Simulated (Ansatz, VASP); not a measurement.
# V2O5 in VASP and in Ansatz

```
V O
1.0
     3.61148    0.00000   -0.02841
     0.00000    3.60440    0.00000
    -1.75882    0.00000    6.08970
V O
2 5
Direct
  0.64544 0.00000 0.79054
  0.35456 0.00000 0.20946
  0.65132 0.50000 0.80279
  0.34868 0.50000 0.19721
  0.18073 0.00000 0.86153
  0.81927 0.00000 0.13847
  0.50000 0.00000 0.50000
```

Alike in both runs: functional r2SCAN; k mesh 6 × 6 × 4; occupations gaussian, width 0.1 eV; no spin polarisation.

Ansatz relaxed the structure, and its values are those at the end. VASP's run is a single point on that final structure, the one shown.

|  | VASP | Ansatz |
| --- | --- | --- |
| version | VASP 6.6.1 | Ansatz 0.2.0 |
| potentials or method | VASP PAW PBE potentials, release 64 (V_sv, O), cutoff 520 eV | scalar-relativistic, plane waves, PAW |
| valence electrons in the cell | 56 | 56 |

```tsv
	VASP	Ansatz	Ansatz less VASP
gap on the k mesh at the Fermi level (eV)	0.07	0.07	+0.001
least direct gap on the mesh (eV)	0.90	0.89	-0.014
pressure (GPa)	1.0	0.0	-1.04
rms of the force components (eV/Å)	0.035	0.005	-0.0308
```

VASP's potentials were made for PBE, not for r2SCAN. With one functional, cell and mesh, what is left measures potentials, basis and numerics.
